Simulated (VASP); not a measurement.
## NaH: single point with r2SCAN

The system is NaH.

```
Na H
1.0
     0.00000    2.51876    2.51876
     2.51876    0.00000    2.51876
     2.51876    2.51876    0.00000
Na H
1 1
Direct
  0.00000 0.00000 0.00000
  0.50000 0.50000 0.50000
```

```yaml
Program: VASP 6.6.1
Task: single point
Functional: r2SCAN
Potentials_or_basis: VASP PAW PBE potentials, release 64 (Na_pv, H)
Cutoff: 520 eV
k_mesh: 8 × 8 × 8
Occupations: gaussian, width 0.01 eV
Spin: no spin polarisation
Dipole_correction: no
Further_INCAR_settings: ALGO = Normal; EDIFF = 1e-06; NBANDS = 11
```

```
Pressure               : -2.9 GPa
Band gap on the k mesh : 4.15 eV, indirect (least direct gap 4.93 eV)
```

Levels at points of the mesh, in eV from the valence-band top:
```
           k point  band 1  band 2  band 3  band 4  band 5  band 6  band 7  band 8  band 9
(0.00, 0.00, 0.00)  -23.14  -23.14  -23.14   -3.22   10.35   15.44   15.44   15.44   16.07
(0.50, 0.00, 0.00)  -23.20  -23.15  -23.15   -0.77    4.15   10.83   13.15   13.15   16.25
(0.50, 0.50, 0.00)  -23.19  -23.16  -23.16   -0.14    4.93   10.23   10.62   10.62   11.78
```

Wall time 27 s on 1 thread of Intel(R) Xeon(R) Platinum 8488C (Sapphire Rapids), with other jobs on the host, peak memory 0.15 GiB.

Caveat: the PAW data sets were made with another functional, which shifts forces and pressure a little. A k mesh can miss the band edges.
